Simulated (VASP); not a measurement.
# SnO2 (C222_1) in VASP: a series of runs, part 2 of 2

VASP 6.6.1. The steps go on from the part before.

## (4) Single point, PBE+D3(BJ) (atoms displaced along a vibrational mode, the cell strained)

Input file INCAR:

```
SYSTEM = SnO2
ALGO = Normal ; EDIFF = 1E-6
ENCUT = 520 ; GGA = PE
ISIF = 2 ; ISMEAR = 0
IVDW = 12 ; LASPH = .TRUE.
LCHARG = .TRUE. ; LELF = .TRUE.
LREAL = .FALSE. ; LVHAR = .TRUE.
LWAVE = .FALSE. ; NBANDS = 35
NELM = 100 ; PREC = Accurate
SIGMA = 0.05
```

Input file KPOINTS:

```
k-points
0
G
  12 12 4
  0 0 0
```

Input file POSCAR:

```
SnO2
1.0
    3.2914593056      0.0000000000      0.0000000000
   -1.6457296528      2.8504873742      0.0000000000
    0.0000000000      0.0000000000     10.5913895093
Sn O
2 4
Direct
   -0.1559678954      0.0000000000      0.5000000000
    0.1559678954      0.0000000000      0.0000000000
    0.5087184888      0.3333333333      0.4017901351
    0.8246148446      0.3333333333      0.0982098649
    0.1753851554      0.6666666667      0.5982098649
    0.4912815112      0.6666666667      0.9017901351
```

Started as:

```bash
cat potpaw_PBE.64/Sn_d/POTCAR potpaw_PBE.64/O/POTCAR > POTCAR
mpirun -np 1 vasp_std > vasp.out
```

It took 3.2 min on 1 thread of Intel Xeon 6975P-C (Granite Rapids), shared host; peak memory 0.45 GiB.

The run converged. Its results:

```yaml
Free_energy: -37.1578 eV
Pressure: -8.2 GPa
Largest_force: 0.643 eV/Å
Band_gap_on_the_k_mesh: 1.72 eV (least direct gap 1.96 eV)
Dispersion_energy_per_atom: -0.152 eV
```

Forces in eV/Å, atoms in the order of the input:
```
Sn  -0.069  0.000  0.000
Sn   0.069  0.000  0.000
O    0.011 -0.005  0.643
O   -0.011 -0.005 -0.643
O    0.011  0.005 -0.643
O   -0.011  0.005  0.643
```

Stress tensor (GPa, compression positive):
```
-9.32  0.00  0.00
 0.00 -9.53  0.00
 0.00  0.00 -5.63
```

Levels at points of the mesh, in eV from the valence-band top:
| k point | band 23 | band 24 | band 25 | band 26 | band 27 | band 28 | band 29 | band 30 |
| --- | --- | --- | --- | --- | --- | --- | --- | --- |
| (0.00, 0.00, 0.00) | -0.87 | -0.86 | -0.86 | -0.24 | 1.72 | 2.51 | 5.17 | 5.46 |
| (0.50, 0.00, 0.00) | -0.56 | -0.53 | -0.37 | -0.12 | 4.60 | 4.67 | 6.72 | 7.06 |
| (0.00, 0.50, 0.00) | -0.55 | -0.53 | -0.45 | -0.06 | 4.58 | 4.70 | 6.63 | 7.22 |
| (0.00, 0.00, 0.50) | -0.86 | -0.86 | -0.61 | -0.61 | 2.14 | 2.14 | 5.33 | 5.33 |
| (0.50, 0.00, 0.50) | -0.55 | -0.55 | -0.25 | -0.25 | 4.64 | 4.64 | 6.88 | 6.88 |
| (0.00, 0.50, 0.50) | -0.54 | -0.54 | -0.24 | -0.24 | 4.64 | 4.64 | 6.91 | 6.91 |

Caveat: the cell differs from its parent crystal (atoms displaced along a vibrational mode, the cell strained); the cell stands under tension; spin-orbit coupling is left out, which moves the levels of the heavy elements. A k mesh can miss the band edges.

## (5) Single point, PBE+D3(BJ) (atoms displaced along a vibrational mode, the cell strained)

Input file INCAR:

```
SYSTEM = SnO2
  ALGO = Normal
  EDIFF = 1E-6
  ENCUT = 520
  GGA = PE
  ISIF = 2
  ISMEAR = 0
  IVDW = 12
  LASPH = .True.
  LCHARG = .False.
  LREAL = .False.
  LWAVE = .False.
  NBANDS = 35
  NELM = 80
  PREC = Accurate
  SIGMA = 0.05
```

Input file KPOINTS:

```
k-points
0
Gamma
  12 12 4
  0 0 0
```

Input file POSCAR:

```
SnO2
1.0
    3.1845270180      0.0000000000      0.0000000000
   -1.5922635090      2.7578812966      0.0000000000
    0.0000000000      0.0000000000     10.2472985135
Sn O
2 4
Direct
   -0.1949598692      0.0000000000      0.5000000000
    0.1949598692      0.0000000000      0.0000000000
    0.4692314443      0.3333333333      0.4017901351
    0.8641018891      0.3333333333      0.0982098649
    0.1358981109      0.6666666667      0.5982098649
    0.5307685557      0.6666666667      0.9017901351
```

Started as:

```bash
cat potpaw_PBE.64/Sn_d/POTCAR potpaw_PBE.64/O/POTCAR > POTCAR
mpirun -np 1 vasp_std > vasp.out
```

Run time: 4.6 min. Hardware: 1 thread of Intel Xeon Platinum 8488C (Sapphire Rapids), shared host; peak memory 0.43 GiB.

The run converged. Its results:

* Free energy: -37.3153 eV
* Pressure: 4.0 GPa
* Largest force: 0.392 eV/Å
* Band gap on the k mesh: 2.34 eV (least direct gap 2.68 eV)
* Dispersion energy per atom: -0.169 eV

Forces in eV/Å, atoms in the order of the input:
```
Sn  -0.130  0.000  0.000
Sn   0.130  0.000  0.000
O    0.045 -0.007 -0.390
O   -0.045 -0.007  0.390
O    0.045  0.007  0.390
O   -0.045  0.007 -0.390
```

Stress tensor (GPa, compression positive):
```
5.59 0.00 0.00
0.00 5.23 0.00
0.00 0.00 1.13
```

Levels at points of the mesh, in eV from the valence-band top:
```csv
k point,band 22,band 23,band 24,band 25,band 26,band 27,band 28,band 29,band 30,band 31
"(0.00, 0.00, 0.00)",-0.83,-0.83,-0.81,-0.80,-0.35,2.34,3.25,5.76,6.00,10.89
"(0.50, 0.00, 0.00)",-1.28,-0.49,-0.47,-0.33,-0.16,5.56,5.61,7.37,7.60,10.51
"(0.00, 0.50, 0.00)",-1.18,-0.51,-0.48,-0.46,-0.03,5.53,5.66,7.21,7.88,10.22
"(0.00, 0.00, 0.50)",-0.82,-0.82,-0.82,-0.76,-0.76,2.81,2.81,5.90,5.90,10.92
"(0.50, 0.00, 0.50)",-1.34,-0.49,-0.49,-0.26,-0.26,5.59,5.59,7.48,7.48,10.70
"(0.00, 0.50, 0.50)",-1.36,-0.48,-0.48,-0.24,-0.24,5.60,5.60,7.53,7.53,10.41
```

Caveat: the cell differs from its parent crystal (atoms displaced along a vibrational mode, the cell strained); the cell stands under pressure; spin-orbit coupling is left out, which moves the levels of the heavy elements.

## (6) Single point, PBE+D3(BJ) (atoms displaced along a vibrational mode, the cell strained)

Input file INCAR:

```
SYSTEM = SnO2
ALGO = Normal ; EDIFF = 1E-7
ENCUT = 520 ; GGA = PE
ISIF = 2 ; ISMEAR = 0
IVDW = 12 ; LASPH = .TRUE.
LCHARG = .FALSE. ; LREAL = .FALSE.
LWAVE = .FALSE. ; NBANDS = 35
NELM = 80 ; PREC = Accurate
SIGMA = 0.05
```

Input file KPOINTS:

```
k-points
0
G
  12 12 4
  0 0 0
```

Input file POSCAR:

```
SnO2
1.0
    3.1845270180      0.0000000000      0.0000000000
   -1.5922635090      2.7578812966      0.0000000000
    0.0000000000      0.0000000000     10.2472985135
Sn O
2 4
Direct
   -0.0779839477      0.0000000000      0.5000000000
    0.0779839477      0.0000000000      0.0000000000
    0.5876925777      0.3333333333      0.4017901351
    0.7456407556      0.3333333333      0.0982098649
    0.2543592444      0.6666666667      0.5982098649
    0.4123074223      0.6666666667      0.9017901351
```

Potentials or basis: VASP PAW PBE potentials, release 64 (Sn_d, O).

Started as:

```bash
cat potpaw_PBE.64/Sn_d/POTCAR potpaw_PBE.64/O/POTCAR > POTCAR
mpirun -np 1 vasp_std > vasp.out
```

Run time: 4.5 min. Hardware: 1 thread of Intel Xeon Platinum 8488C (Sapphire Rapids), shared host; peak memory 0.43 GiB.

The run converged. Its results:

* Free energy: -37.2708 eV
* Pressure: 4.2 GPa
* Largest force: 0.355 eV/Å
* Band gap on the k mesh: 2.24 eV (least direct gap 2.64 eV)
* Dispersion energy per atom: -0.169 eV

Forces on the atoms (eV/Å):
```
Sn  -0.055  0.000  0.000
Sn   0.055  0.000  0.000
O   -0.001 -0.002 -0.355
O    0.001 -0.002  0.355
O   -0.001  0.002  0.355
O    0.001  0.002 -0.355
```

Stress tensor (GPa, compression positive):
```
5.26 0.00 0.00
0.00 5.16 0.00
0.00 0.00 2.07
```

Levels at points of the mesh, in eV from the valence-band top:
```csv
k point,band 23,band 24,band 25,band 26,band 27,band 28,band 29,band 30
"(0.00, 0.00, 0.00)",-0.92,-0.89,-0.89,-0.39,2.24,3.16,5.58,5.98
"(0.50, 0.00, 0.00)",-0.60,-0.57,-0.54,-0.08,5.42,5.59,7.09,7.76
"(0.00, 0.50, 0.00)",-0.60,-0.59,-0.55,-0.06,5.42,5.59,7.07,7.82
"(0.00, 0.00, 0.50)",-0.91,-0.91,-0.83,-0.83,2.72,2.72,5.79,5.79
"(0.50, 0.00, 0.50)",-0.57,-0.57,-0.30,-0.30,5.50,5.50,7.41,7.41
"(0.00, 0.50, 0.50)",-0.57,-0.57,-0.29,-0.29,5.50,5.50,7.42,7.42
```

Caveat: the cell differs from its parent crystal (atoms displaced along a vibrational mode, the cell strained); the cell stands under pressure; spin-orbit coupling is left out, which moves the levels of the heavy elements.

## (7) Summary

```csv
cell,gap on the mesh (eV),pressure (GPa),largest force (eV/Å)
"a = 3.131, b = 3.131, c = 10.075 Å, angles 90.0, 90.0, 120.0°, 6 atoms, atomic positions A",2.62,13.0,1.04
"a = 3.131, b = 3.131, c = 10.075 Å, angles 90.0, 90.0, 120.0°, 6 atoms, atomic positions B",2.66,12.9,1.06
"a = 3.291, b = 3.291, c = 10.591 Å, angles 90.0, 90.0, 120.0°, 6 atoms, atomic positions B",1.72,-8.2,0.64
"a = 3.185, b = 3.185, c = 10.247 Å, angles 90.0, 90.0, 120.0°, 6 atoms, atomic positions C",2.34,4.0,0.39
"a = 3.185, b = 3.185, c = 10.247 Å, angles 90.0, 90.0, 120.0°, 6 atoms, atomic positions D",2.24,4.2,0.36
```

Alike in all rows: task single point; level PBE+D3(BJ); potentials or basis VASP PAW PBE potentials, release 64 (Sn_d, O); no spin polarisation; k mesh 12 × 12 × 4; cutoff (eV) 520; smearing gaussian 0.05 eV.

Caveats: spin-orbit coupling is left out, which moves the levels of the heavy elements; the cell stands under pressure (at least some runs); forces of over 1 eV/Å act on the atoms, so gaps and moduli don't describe the material at rest (at least some runs); the cell stands under tension (at least some runs).

Total energies depend on the potentials used, so only differences within one code and one set of settings carry meaning.
